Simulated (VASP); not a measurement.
Here is a VASP 6.6.1 calculation.

The input POSCAR:

```
HfC
1.0
    2.7810472019      0.0000000000      0.0000000000
    0.0000000000      2.7810472019      0.0000000000
    0.0000000000      0.0000000000      2.7810472019
Hf C
1 1
Direct
    0.0000000000      0.0000000000      0.0000000000
    0.5000000000      0.5000000000      0.5000000000
```

INCAR.step1

```
  ALGO = Normal
  EDIFF = 1E-4
  ENCUT = 520
  GGA = PE
  ISMEAR = -1
  LASPH = T
  LCHARG = F
  LREAL = F
  LWAVE = T
  NBANDS = 14
  NELM = 60
  PREC = Accurate
  SIGMA = 0.05
```

Contents of INCAR.step2:

```
  ALGO = Normal
  EDIFF = 1E-6
  ENCUT = 520
  ISIF = 2
  ISMEAR = -1
  ISTART = 1
  LASPH = T
  LCHARG = F
  LMIXTAU = T
  LREAL = F
  LWAVE = F
  METAGGA = R2SCAN
  NBANDS = 14
  NELM = 60
  PREC = Accurate
  SIGMA = 0.05
```

The input KPOINTS:

```
k-points
0
Gamma
  8 8 8
```

Potentials or basis: VASP PAW PBE potentials, release 64 (Hf_pv, C).

Run with:

```console
$ cat potpaw_PBE.64/Hf_pv/POTCAR potpaw_PBE.64/C/POTCAR > POTCAR
$ cp INCAR.step1 INCAR
$ mpirun -np 1 vasp_std > vasp.out
$ cp INCAR.step2 INCAR
$ mpirun -np 1 vasp_std > vasp.out
```

Question: What does it give for the band gap on the k mesh?

Answer: Zero (band 7 reaches 8.97 eV, above the bottom of band 8 at 6.64 eV).

Question: Estimate the pressure.

Answer: 28.2 GPa.

Caveat: the PAW data sets were made with another functional, which shifts forces and pressure a little; spin-orbit coupling is left out, which moves the levels of the heavy elements.
